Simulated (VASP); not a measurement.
Set up this calculation in VASP 6.6.1, as the native input.

```
Task                   : single point
Functional             : r2SCAN
Potentials or basis    : VASP PAW PBE potentials, release 64 (Y_sv)
Cutoff                 : 520 eV
k mesh                 : 8 × 8 × 5
Occupations            : fermi-dirac, width 0.1 eV
Spin                   : no spin polarisation
Dipole correction      : no
Further INCAR settings : ALGO = Normal; EDIFF = 1e-06; NBANDS = 18
```

Y:

```
CELL_PARAMETERS angstrom
3.68044 0.00000 0.00000
-1.84022 3.18736 0.00000
0.00000 0.00000 5.72776
ATOMIC_POSITIONS crystal
Y 0.33333 0.66667 0.25000
Y 0.66667 0.33333 0.75000
```

These files were run (other wordings do the same):

POSCAR

```
Y
1.0
    3.6804414016      0.0000000000      0.0000000000
   -1.8402207008      3.1873557510      0.0000000000
    0.0000000000      0.0000000000      5.7277616796
Y
2
Direct
    0.3333333333      0.6666666667      0.2500000000
    0.6666666667      0.3333333333      0.7500000000
```

INCAR.step1

```
ALGO = Normal ; EDIFF = 1E-4
ENCUT = 520 ; GGA = PE
ISMEAR = -1 ; LASPH = T
LCHARG = F ; LREAL = F
LWAVE = T ; NBANDS = 18
NELM = 60 ; PREC = Accurate
SIGMA = 0.1
```

INCAR.step2

```
ALGO = Normal ; EDIFF = 1E-6
ENCUT = 520 ; ISIF = 2
ISMEAR = -1 ; ISTART = 1
LASPH = T ; LCHARG = F
LMIXTAU = T ; LREAL = F
LWAVE = F ; METAGGA = R2SCAN
NBANDS = 18 ; NELM = 60
PREC = Accurate ; SIGMA = 0.1
```

KPOINTS

```
k-points
0
Gamma
  8 8 5
```

Potentials or basis: VASP PAW PBE potentials, release 64 (Y_sv).

The run is started by

```console
$ cat potpaw_PBE.64/Y_sv/POTCAR > POTCAR
$ cp INCAR.step1 INCAR
$ mpirun -np 1 vasp_std > vasp.out
$ cp INCAR.step2 INCAR
$ mpirun -np 1 vasp_std > vasp.out
```

It gave:

- Pressure: 0.0 GPa
- Band gap on the k mesh: zero (bands 11 and 12 overlap by 1.35 eV)

Caveat: the PAW data sets were made with another functional, which shifts forces and pressure a little.

It took 4.3 min on 1 thread of Intel Xeon 8259CL (shared host), peak memory 0.22 GiB.
